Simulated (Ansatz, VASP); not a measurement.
One calculation of CoSn, two programs

```
CELL_PARAMETERS angstrom
5.72031 0.00000 0.00000
-2.86016 4.95394 0.00000
0.00000 0.00000 4.23029
ATOMIC_POSITIONS crystal
Co 0.00000 0.50000 0.00000
Co 0.50000 0.50000 0.00000
Co 0.50000 0.00000 0.00000
Sn 0.66667 0.33333 0.50000
Sn 0.33333 0.66667 0.50000
Sn 0.00000 0.00000 0.00000
```

Change from the starting cell: strain +0.080 along x and y, +0.000 along z, atoms carried along.

Alike in both runs: task single point; functional PBE; k mesh 12 × 12 × 12; occupations gaussian, width 0.15 eV; no spin polarisation.

|  | VASP | Ansatz |
| --- | --- | --- |
| version | VASP 6.6.1 | Ansatz 0.2.0 |
| potentials or method | VASP PAW PBE potentials, release 64 (Co, Sn_d), cutoff 520 eV | scalar-relativistic, plane waves, PAW |
| valence electrons in the cell | 69 | 93 |

|  | VASP | Ansatz | Ansatz less VASP |
| --- | --- | --- | --- |
| gap on the k mesh at the Fermi level (eV) | none | none | - |
| pressure (GPa) | -12.9 | -12.8 | +0.02 |
| traceless stress, the component that is largest in VASP (GPa) | 5.62 | 5.72 | +0.097 |

A gap of «none» marks a metal or a gap that the smearing closes. VASP's potentials hold 69 valence electrons a cell and Ansatz's 93, so a difference there can come from the potentials and not from the codes.
